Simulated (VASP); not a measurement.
# Rb3Ba (I4/mmm) in VASP: notebook, part 2 of 2

VASP 6.6.1. Earlier steps stand in the parts before.

## (4) Single point, PBE

The input, INCAR:

```
SYSTEM = Rb3Ba
PREC = Accurate
ENCUT = 520
EDIFF = 1E-7
ISMEAR = 1
SIGMA = 0.2
LREAL = .FALSE.
LASPH = .TRUE.
NELM = 60
ALGO = Normal
ISIF = 2
LWAVE = .FALSE.
LCHARG = .FALSE.
GGA = PE
NBANDS = 26
```

The input, KPOINTS:

```
Automatic mesh
0
G
  5 5 5
  0 0 0
```

The input, POSCAR:

```
Rb3Ba
1.0
   -3.3714590000      3.3714590000      7.3713480000
    3.3714590000     -3.3714590000      7.3713480000
    3.3714590000      3.3714590000     -7.3713480000
Rb Ba
3 1
Direct
    0.7500000000      0.2500000000      0.5000000000
    0.2500000000      0.7500000000      0.5000000000
    0.5000000000      0.5000000000      0.0000000000
    0.0000000000      0.0000000000      0.0000000000
```

Potentials or basis: VASP PAW PBE potentials, release 64 (Rb_sv, Ba_sv).

Launch:

```bash
> cat potpaw_PBE.64/Rb_sv/POTCAR potpaw_PBE.64/Ba_sv/POTCAR > POTCAR
> mpirun -np 1 vasp_std > vasp.out
```

OUTCAR:

```text
SYSTEM = Rb3Ba
   PREC = Accurate
   ENCUT = 520
   EDIFF = 1E-7
   ISMEAR = 1
   LREAL = .FALSE.
   LASPH = .TRUE.
   NELM = 60
   ISIF = 2
   GGA = PE

 ion  position               nearest neighbor table
   1  0.750  0.250  0.500-   2 4.77   2 4.77   2 4.77   2 4.77   4 5.00   3 5.00   4 5.00   3 5.00
                             3 5.00   3 5.00   4 5.00   4 5.00
   2  0.250  0.750  0.500-   1 4.77   1 4.77   1 4.77   1 4.77   4 5.00   3 5.00   4 5.00   3 5.00
                             4 5.00   4 5.00   3 5.00   3 5.00
   3  0.500  0.500  0.000-   4 4.77   4 4.77   4 4.77   4 4.77   2 5.00   1 5.00   2 5.00   1 5.00
                             2 5.00   2 5.00   1 5.00   1 5.00
   4  0.000  0.000  0.000-   3 4.77   3 4.77   3 4.77   3 4.77   2 5.00   1 5.00   2 5.00   1 5.00
                             1 5.00   1 5.00   2 5.00   2 5.00

  LATTYP: Found a body centered tetragonal cell.
 ALAT       =     6.7429180000
 C/A-ratio  =     2.1863970465

  Lattice vectors:

 A1 = (  -3.3714590000,   3.3714590000,   7.3713480000)
 A2 = (   3.3714590000,  -3.3714590000,   7.3713480000)
 A3 = (   3.3714590000,   3.3714590000,  -7.3713480000)

Analysis of symmetry for initial positions (statically):
=====================================================================
[... 174 lines left out ...]
 fundamental gap:      0.0112889317
 Fermi energy:         0.2956270130

 k-point     1 :       0.0000    0.0000    0.0000
  band No.  band energies     occupation
      1     -29.7518      2.00000
      2     -28.2888      2.00000
      3     -28.2830      2.00000
      4     -28.2113      2.00000
      5     -14.8736      2.00000
      6     -14.8624      2.00000
[... 511 lines left out ...]
     25       1.9703     -0.00000
     26       2.0451     -0.00000

------------------------ aborting loop because EDIFF is reached ----------------------------------------

  FORCE on cell =-STRESS in cart. coord.  units (eV):
  Direction    XX          YY          ZZ          XY          YZ          ZX
  --------------------------------------------------------------------------------------
  -------------------------------------------------------------------------------------
  Total       -0.0050549     -0.0050549     -0.1017250      0.0000000      0.0000000      0.0000000
  in kB       -0.0241647     -0.0241647     -0.4862902      0.0000000      0.0000000      0.0000000
  external PRESSURE =      -0.1782065 kB  Pullay stress =       0.0000000 kB

 VOLUME and BASIS-vectors are now :
 -----------------------------------------------------------------------------
  energy-cutoff  :      520.00
  volume of cell :      335.15
      direct lattice vectors                 reciprocal lattice vectors
    -3.371459000  3.371459000  7.371348000     0.000000000  0.148303746  0.067830199
     3.371459000 -3.371459000  7.371348000     0.148303746  0.000000000  0.067830199
     3.371459000  3.371459000 -7.371348000     0.148303746  0.148303746  0.000000000

 POSITION                                       TOTAL-FORCE (eV/Angst)
 -----------------------------------------------------------------------------------
     -0.00000      3.37146      3.68567        -0.000000      0.000000     -0.000000
      3.37146     -0.00000      3.68567        -0.000000     -0.000000      0.000000
      0.00000      0.00000      7.37135         0.000000     -0.000000     -0.000000
      0.00000      0.00000      0.00000         0.000000     -0.000000     -0.000000
 -----------------------------------------------------------------------------------
    total drift:                               -0.000000     -0.000000      0.000000

  FREE ENERGIE OF THE ION-ELECTRON SYSTEM (eV)
  ---------------------------------------------------
  free  energy   TOTEN  =        -4.1787912543 eV

  energy  without entropy=       -4.1703852889  energy(sigma->0) =       -4.17598927
```

OSZICAR:

```text
N       E                     dE             d eps       ncg     rms          rms(c)
DAV:   1     0.284475032288E+03    0.28448E+03   -0.13810E+04   936   0.109E+03
DAV:   2     0.286241202452E+02   -0.25585E+03   -0.25189E+03  1282   0.230E+02
DAV:   3    -0.311662566643E+01   -0.31741E+02   -0.31535E+02  1490   0.767E+01
DAV:   4    -0.414456797664E+01   -0.10279E+01   -0.10261E+01  1212   0.149E+01
DAV:   5    -0.418530878583E+01   -0.40741E-01   -0.40733E-01  1462   0.233E+00    0.250E+00
DAV:   6    -0.417490621315E+01    0.10403E-01   -0.46082E-02  1204   0.722E-01    0.157E+00
DAV:   7    -0.417844994794E+01   -0.35437E-02   -0.57880E-02  1188   0.746E-01    0.238E-01
DAV:   8    -0.417873169473E+01   -0.28175E-03   -0.82480E-03  1142   0.296E-01    0.454E-02
DAV:   9    -0.417877043997E+01   -0.38745E-04   -0.26742E-04  1374   0.552E-02    0.257E-02
DAV:  10    -0.417878827748E+01   -0.17838E-04   -0.30794E-05  1138   0.269E-02    0.691E-03
DAV:  11    -0.417879166998E+01   -0.33925E-05   -0.42346E-06  1366   0.911E-03    0.290E-03
DAV:  12    -0.417879107495E+01    0.59503E-06   -0.58821E-07  1136   0.466E-03    0.117E-03
DAV:  13    -0.417879132958E+01   -0.25463E-06   -0.65351E-08   636   0.168E-03    0.409E-04
DAV:  14    -0.417879125433E+01    0.75249E-07   -0.21119E-08   542   0.769E-04
   1 F= -.41787913E+01 E0= -.41759893E+01  d E =-.840597E-02
```

Wall time 4.2 min (1 thread of Intel Xeon Platinum 8488C (Sapphire Rapids), shared host); peak memory 0.75 GiB.

What came out:

* Free energy: -4.1788 eV
* Pressure: 0.0 GPa
* Band gap on the k mesh: zero (an odd number of electrons rules out a gap without spin polarisation)

Levels at points of the mesh, in eV from the Fermi level:
| k point | band 15 | band 16 | band 17 | band 18 | band 19 | band 20 | band 21 | band 22 |
| --- | --- | --- | --- | --- | --- | --- | --- | --- |
| (0.00, 0.00, 0.00) | -12.60 | -12.59 | -2.19 | 0.00 | 0.27 | 0.81 | 0.81 | 0.88 |

Caveat: spin-orbit coupling is left out, which moves the levels of the heavy elements.

## (5) Single point, PBE

The input, INCAR:

```
PREC = Accurate
ENCUT = 520
EDIFF = 1E-7
ISMEAR = 1
SIGMA = 0.1
LREAL = F
LASPH = T
NELM = 80
ALGO = Normal
ISIF = 2
LWAVE = F
LCHARG = F
GGA = PE
NBANDS = 26
```

The input, KPOINTS:

```
Automatic mesh
0
Gamma
  5 5 5
```

POSCAR is that of step 4.

Launch:

```bash
> cat potpaw_PBE.64/Rb_sv/POTCAR potpaw_PBE.64/Ba_sv/POTCAR > POTCAR
> mpirun -np 1 vasp_std > vasp.out
```

Wall time 3.8 min (1 thread of Intel Xeon Platinum 8488C (Sapphire Rapids), shared host); peak memory 0.75 GiB.

The run converged. Its results:

```
Free energy            : -4.1776 eV
Pressure               : 0.0 GPa
Band gap on the k mesh : zero (an odd number of electrons rules out a gap without spin polarisation)
```

Levels at points of the mesh, in eV from the Fermi level:
```csv
k point,band 14,band 15,band 16,band 17,band 18,band 19,band 20,band 21,band 22,band 23
"(0.00, 0.00, 0.00)",-12.60,-12.60,-12.59,-2.19,0.00,0.27,0.81,0.81,0.88,1.00
```

Caveat: spin-orbit coupling is left out, which moves the levels of the heavy elements.

## (6) Summary

| smearing | gap on the mesh (eV) | pressure (GPa) |
| --- | --- | --- |
| methfessel-paxton 0.5 eV | none | -0.1 |
| methfessel-paxton 0.3 eV | none | 0.0 |
| methfessel-paxton 0.2 eV | none | 0.0 |
| methfessel-paxton 0.1 eV | none | 0.0 |

Alike in all rows: task single point; level PBE; potentials or basis VASP PAW PBE potentials, release 64 (Rb_sv, Ba_sv); no spin polarisation; cell as given; k mesh 5 × 5 × 5; cutoff (eV) 520.

Caveats: spin-orbit coupling is left out, which moves the levels of the heavy elements; so wide a smearing shifts energies and pressures (at least some runs).

Total energies depend on the potentials used, so only differences within one code and one set of settings carry meaning.
